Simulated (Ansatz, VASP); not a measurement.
## V in VASP and in Ansatz

File INCAR:

```
SYSTEM = V
  ALGO = Normal
  EDIFF = 1E-6
  ENCUT = 520
  GGA = PS
  ISIF = 2
  ISMEAR = -1
  LASPH = .TRUE.
  LCHARG = .TRUE.
  LELF = .TRUE.
  LREAL = .FALSE.
  LVHAR = .TRUE.
  LWAVE = .FALSE.
  NBANDS = 20
  NELM = 100
  PREC = Accurate
  SIGMA = 0.1
```

File KPOINTS:

```
k-points
0
G
  23 23 11
  0 0 0
```

File POSCAR:

```
V
1.0
    2.6433233366      0.0000000000      0.0000000000
   -1.3216616683      2.2891851599      0.0000000000
    0.0000000000      0.0000000000      4.7612657752
V
2
Direct
    0.3333333333      0.6666666667      0.2500000000
    0.6666666667      0.3333333333      0.7500000000
```

Input for Ansatz:

```yaml
crystal:
  lattice:
    - [2.6433233366, 0.0, 0.0]
    - [-1.3216616683, 2.2891851599, 0.0]
    - [0.0, 0.0, 4.7612657752]
  atoms:
    - { symbol: V, position: [0.3333333333, 0.6666666667, 0.25] }
    - { symbol: V, position: [0.6666666667, 0.3333333333, 0.75] }
hamiltonian:
  xc: pbesol
  pseudopotentials:
    kind: paw
    azcp:
      V: "pseudopotentials/V.paw.azcp"
basis:
  ecutwfc: 420
  fft_grid_basis: typed
kpoints:
  mp_grid: { grid: [23, 23, 11], shift: [0, 0, 0] }
magnetization:
  spin_polarized: false
scf:
  occupations: { method: fermi_dirac, width: 0.1 }
output:
  stress: true
```

Alike in both runs: task single point; functional PBEsol; k mesh 23 × 23 × 11; occupations fermi-dirac, width 0.1 eV; no spin polarisation.

|  | VASP | Ansatz |
| --- | --- | --- |
| version | VASP 6.6.1 | Ansatz 0.2.0 |
| potentials or method | VASP PAW PBE potentials, release 64 (V_sv), cutoff 520 eV | plane waves (420 eV) with PAW, scalar-relativistic |
| valence electrons in the cell | 26 | 26 |

VASP gave:

```
pressure (GPa)                                                : -12.1
traceless stress, the component that is largest in VASP (GPa) : 0.12
```

Q: What did Ansatz give for the same quantities?

A: Pressure (GPa): -12.3; traceless stress, the component that is largest in VASP (GPa): 0.10.

VASP's potentials were made for PBE, not for PBEsol, and Ansatz warns of the same on its side.
